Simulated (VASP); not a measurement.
Crystal: CdSi3.

```
Cd Si
1.0
     4.14292    0.00000    0.00000
     0.00000    4.14292    0.00000
     0.00000    0.00000    4.02238
Cd Si
1 3
Direct
  0.00000 0.00000 0.00000
  0.00000 0.50000 0.50000
  0.50000 0.00000 0.50000
  0.50000 0.50000 0.00000
```

```yaml
Program: VASP 6.6.1
Task: relaxation of cell and atoms
Functional: PBE
Potentials_or_basis: VASP PAW PBE potentials, release 64 (Cd, Si)
Cutoff: 600 eV
k_mesh: 12 × 12 × 12
Occupations: gaussian, width 0.1 eV
Spin: no spin polarisation
```

At the start: pressure 1.7 GPa; volume 17.26 Å³/atom.

Question: How do energy, volume and symmetry change on relaxing?

Answer: Over 3 steps the energy falls by 2.0 meV/atom and the volume is 17.65 Å³/atom (+2.3 %); space group P4/mmm (No. 123, to 0.1 Å) before and after.

The path:
```tsv
step	energy change (eV)	largest force (eV/Å)	pressure (GPa)	volume (Å³)
1	0.0000	0.0000	1.68	69.04
2	-0.0078	0.0000	-0.26	70.86
3	-0.0080	0.0000	0.01	70.60
```

Final structure:
```xyz
4
Lattice="4.1746 0.0000 0.0000 0.0000 4.1746 0.0000 0.0000 0.0000 4.0511" Properties=species:S:1:pos:R:3 pbc="T T T"
Cd    0.0000    0.0000    0.0000
Si    0.0000    2.0873    2.0255
Si    2.0873    0.0000    2.0255
Si    2.0873    2.0873    0.0000
```
